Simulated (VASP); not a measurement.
# SrAg3 (Pm-3m) in VASP: further runs, part 2 of 2

VASP 6.6.1. Earlier steps stand in the parts before.

**3. Single point, PBE (24.83 Å³/atom)**

This run uses another cell than the first one, of 24.83 Å³/atom.

File INCAR:

```
PREC = Accurate
ENCUT = 520
EDIFF = 1E-7
ISMEAR = 0
SIGMA = 0.05
LREAL = F
LASPH = T
NELM = 100
ALGO = Normal
ISIF = 2
LWAVE = F
LCHARG = F
GGA = PE
NBANDS = 30
```

File KPOINTS:

```
Automatic mesh
0
Gamma
  8 8 8
```

File POSCAR:

```
SrAg3
1.0
    4.6310178523      0.0000000000      0.0000000000
    0.0000000000      4.6310178523      0.0000000000
    0.0000000000      0.0000000000      4.6310178523
Sr Ag
1 3
Direct
    0.0000000000      0.0000000000      0.0000000000
    0.0000000000      0.5000000000      0.5000000000
    0.5000000000      0.5000000000      0.0000000000
    0.5000000000      0.0000000000      0.5000000000
```

Potentials or basis: VASP PAW PBE potentials, release 64 (Sr_sv, Ag).

Run with:

```bash
$ cat potpaw_PBE.64/Sr_sv/POTCAR potpaw_PBE.64/Ag/POTCAR > POTCAR
$ mpirun -np 1 vasp_std > vasp.out
```

It took 2.2 min on 1 thread of Intel Xeon 8259CL, shared host; peak memory 0.26 GiB.

It converged, with:

| Item | Value |
| --- | --- |
| Free energy | -9.9374 eV |
| Pressure | -1.3 GPa |
| Band gap on the k mesh | zero (an odd number of electrons rules out a gap without spin polarisation) |

Levels at points of the mesh, in eV from the Fermi level:
| k point | band 19 | band 20 | band 21 | band 22 | band 23 | band 24 | band 25 | band 26 |
| --- | --- | --- | --- | --- | --- | --- | --- | --- |
| (0.00, 0.00, 0.00) | -3.38 | -3.38 | 1.42 | 1.42 | 1.87 | 1.87 | 1.87 | 5.00 |
| (0.50, 0.00, 0.00) | -3.39 | -3.38 | -3.21 | 1.68 | 1.68 | 1.78 | 3.59 | 4.37 |
| (0.50, 0.50, 0.00) | -3.88 | -2.76 | -0.96 | -0.94 | -0.94 | 2.55 | 2.55 | 4.84 |
| (0.50, 0.50, 0.50) | -3.54 | -0.11 | -0.11 | -0.11 | -0.07 | 0.64 | 0.64 | 0.64 |

**4. Single point, PBE (25.55 Å³/atom)**

This run uses another cell than the first one, of 25.55 Å³/atom.

File INCAR:

```
SYSTEM = SrAg3
ALGO     = Fast           ! electronic algorithm
EDIFF    = 1E-7           ! SCF threshold, eV
ENCUT    = 520            ! plane-wave cutoff, eV
GGA      = PE             ! functional
ISIF     = 2              ! what is computed and relaxed
ISMEAR   = 0              ! smearing method
LASPH    = .True.         ! aspherical terms in the spheres
LCHARG   = .False.        ! write CHGCAR
LREAL    = .False.        ! projectors in reciprocal space
LWAVE    = .False.        ! write WAVECAR
NBANDS   = 30             ! bands
NELM     = 60             ! most SCF steps
PREC     = Accurate       ! precision mode
SIGMA    = 0.05           ! smearing width, eV
```

File KPOINTS:

```
k-points
0
Gamma
  8 8 8
  0 0 0
```

File POSCAR:

```
SrAg3
1.0
    4.6751254389      0.0000000000      0.0000000000
    0.0000000000      4.6751254389      0.0000000000
    0.0000000000      0.0000000000      4.6751254389
Sr Ag
1 3
Direct
    0.0000000000      0.0000000000      0.0000000000
    0.0000000000      0.5000000000      0.5000000000
    0.5000000000      0.5000000000      0.0000000000
    0.5000000000      0.0000000000      0.5000000000
```

Run with:

```bash
$ cat potpaw_PBE.64/Sr_sv/POTCAR potpaw_PBE.64/Ag/POTCAR > POTCAR
$ mpirun -np 1 vasp_std > vasp.out
```

Run time: 2.4 min. Hardware: 1 thread of Intel Xeon 8259CL, shared host; peak memory 0.26 GiB.

It converged, with:

| Quantity | Value |
| --- | --- |
| Free energy | -9.9064 eV |
| Pressure | -2.2 GPa |
| Band gap on the k mesh | zero (an odd number of electrons rules out a gap without spin polarisation) |

Levels at points of the mesh, in eV from the Fermi level:
| k point | band 20 | band 21 | band 22 | band 23 | band 24 | band 25 |
| --- | --- | --- | --- | --- | --- | --- |
| (0.00, 0.00, 0.00) | -3.35 | 1.38 | 1.38 | 1.86 | 1.86 | 1.86 |
| (0.50, 0.00, 0.00) | -3.33 | -3.14 | 1.69 | 1.69 | 1.79 | 3.47 |
| (0.50, 0.50, 0.00) | -2.66 | -0.95 | -0.95 | -0.91 | 2.54 | 2.54 |
| (0.50, 0.50, 0.50) | -0.13 | -0.13 | -0.13 | 0.01 | 0.64 | 0.64 |

**5. Single point, PBE (26.26 Å³/atom)**

This run uses another cell than the first one, of 26.26 Å³/atom.

File INCAR:

```
ALGO = Normal ; EDIFF = 1E-6
ENCUT = 520 ; GGA = PE
ISIF = 2 ; ISMEAR = 0
LASPH = True ; LCHARG = False
LREAL = False ; LWAVE = False
NBANDS = 30 ; NELM = 100
PREC = Accurate ; SIGMA = 0.05
```

File KPOINTS:

```
k-points
0
Gamma
  8 8 8
```

File POSCAR:

```
SrAg3
1.0
    4.7184161004      0.0000000000      0.0000000000
    0.0000000000      4.7184161004      0.0000000000
    0.0000000000      0.0000000000      4.7184161004
Sr Ag
1 3
Direct
    0.0000000000      0.0000000000      0.0000000000
    0.0000000000      0.5000000000      0.5000000000
    0.5000000000      0.5000000000      0.0000000000
    0.5000000000      0.0000000000      0.5000000000
```

Potentials or basis: VASP PAW PBE potentials, release 64 (Sr_sv, Ag).

Run with:

```bash
$ cat potpaw_PBE.64/Sr_sv/POTCAR potpaw_PBE.64/Ag/POTCAR > POTCAR
$ mpirun -np 1 vasp_std > vasp.out
```

OUTCAR:

```text
EDIFF = 1E-6
   ENCUT = 520
   GGA = PE
   ISIF = 2
   ISMEAR = 0
   LASPH = True
   LREAL = False
   NELM = 100
   PREC = Accurate

 ion  position               nearest neighbor table
   1  0.000  0.000  0.000-   2 3.34   3 3.34   4 3.34   2 3.34   4 3.34   2 3.34   3 3.34   2 3.34
                             3 3.34   4 3.34   4 3.34   3 3.34
   2  0.000  0.500  0.500-   1 3.34   3 3.34   4 3.34   1 3.34   3 3.34   1 3.34   4 3.34   1 3.34
                             3 3.34   4 3.34   3 3.34   4 3.34
   3  0.500  0.500  0.000-   1 3.34   2 3.34   4 3.34   2 3.34   4 3.34   1 3.34   4 3.34   4 3.34
                             1 3.34   2 3.34   2 3.34   1 3.34
   4  0.500  0.000  0.500-   1 3.34   2 3.34   3 3.34   1 3.34   3 3.34   2 3.34   3 3.34   3 3.34
                             1 3.34   2 3.34   1 3.34   2 3.34

  LATTYP: Found a simple cubic cell.
 ALAT       =     4.7184161004

  Lattice vectors:

 A1 = (   4.7184161004,   0.0000000000,   0.0000000000)
 A2 = (   0.0000000000,   4.7184161004,   0.0000000000)
 A3 = (   0.0000000000,   0.0000000000,   4.7184161004)

Analysis of symmetry for initial positions (statically):
[... 181 lines left out ...]
 cond. band min:       4.4917247803   @ k =   0.5000   0.3750   0.0000
 fundamental gap:      0.0924356728
 Fermi energy:         4.4283997005

 k-point     1 :       0.0000    0.0000    0.0000
  band No.  band energies     occupation
      1     -31.1806      2.00000
      2     -13.2036      2.00000
      3     -13.2036      2.00000
      4     -13.2036      2.00000
      5      -1.0503      2.00000
      6      -0.4629      2.00000
[... 781 lines left out ...]
     29      10.5595      0.00000
     30      11.3106      0.00000

 [... further k-points ...]

------------------------ aborting loop because EDIFF is reached ----------------------------------------

  FORCE on cell =-STRESS in cart. coord.  units (eV):
  Direction    XX          YY          ZZ          XY          YZ          ZX
  --------------------------------------------------------------------------------------
  -------------------------------------------------------------------------------------
  Total       -1.9479803     -1.9479803     -1.9479803      0.0000000      0.0000000      0.0000000
  in kB      -29.7102579    -29.7102579    -29.7102579      0.0000000      0.0000000      0.0000000
  external PRESSURE =     -29.7102579 kB  Pullay stress =       0.0000000 kB

 VOLUME and BASIS-vectors are now :
 -----------------------------------------------------------------------------
  energy-cutoff  :      520.00
  volume of cell :      105.05
      direct lattice vectors                 reciprocal lattice vectors
     4.718416100  0.000000000  0.000000000     0.211935526  0.000000000  0.000000000
     0.000000000  4.718416100  0.000000000     0.000000000  0.211935526  0.000000000
     0.000000000  0.000000000  4.718416100     0.000000000  0.000000000  0.211935526

 POSITION                                       TOTAL-FORCE (eV/Angst)
 -----------------------------------------------------------------------------------
      0.00000      0.00000      0.00000         0.000000      0.000000      0.000000
      0.00000      2.35921      2.35921         0.000000      0.000000      0.000000
      2.35921      2.35921      0.00000         0.000000      0.000000      0.000000
      2.35921      0.00000      2.35921         0.000000      0.000000      0.000000
 -----------------------------------------------------------------------------------
    total drift:                                0.000000      0.000000      0.000000

  FREE ENERGIE OF THE ION-ELECTRON SYSTEM (eV)
  ---------------------------------------------------
  free  energy   TOTEN  =        -9.8606069455 eV

  energy  without entropy=       -9.8583057040  energy(sigma->0) =       -9.85945632
```

It took 84 s on 1 thread of Intel Xeon 8259CL, shared host; peak memory 0.26 GiB.

What came out:

```
Free energy            : -9.8606 eV
Pressure               : -3.0 GPa
Band gap on the k mesh : zero (an odd number of electrons rules out a gap without spin polarisation)
```

Levels at points of the mesh, in eV from the Fermi level:
| k point | band 18 | band 19 | band 20 | band 21 | band 22 | band 23 | band 24 | band 25 | band 26 | band 27 |
| --- | --- | --- | --- | --- | --- | --- | --- | --- | --- | --- |
| (0.00, 0.00, 0.00) | -3.32 | -3.32 | -3.32 | 1.34 | 1.34 | 1.86 | 1.86 | 1.86 | 4.83 | 4.83 |
| (0.50, 0.00, 0.00) | -3.63 | -3.32 | -3.28 | -3.08 | 1.71 | 1.71 | 1.79 | 3.36 | 4.23 | 4.73 |
| (0.50, 0.50, 0.00) | -3.94 | -3.77 | -2.56 | -0.96 | -0.96 | -0.86 | 2.53 | 2.53 | 4.72 | 4.85 |
| (0.50, 0.50, 0.50) | -3.47 | -3.47 | -0.15 | -0.15 | -0.15 | 0.09 | 0.64 | 0.64 | 0.64 | 5.23 |

**6. The runs side by side**

```csv
cell,gap on the mesh (eV),pressure (GPa)
"a = 4.601 Å, 4 atoms",none,-0.6
"a = 4.631 Å, 4 atoms",none,-1.3
"a = 4.675 Å, 4 atoms",none,-2.2
"a = 4.718 Å, 4 atoms",none,-3.0
```

Alike in all rows: task single point; level PBE; potentials or basis VASP PAW PBE potentials, release 64 (Sr_sv, Ag); no spin polarisation; k mesh 8 × 8 × 8; cutoff (eV) 520; smearing gaussian 0.05 eV.

Absolute energies hang on the potentials; compare differences alone.
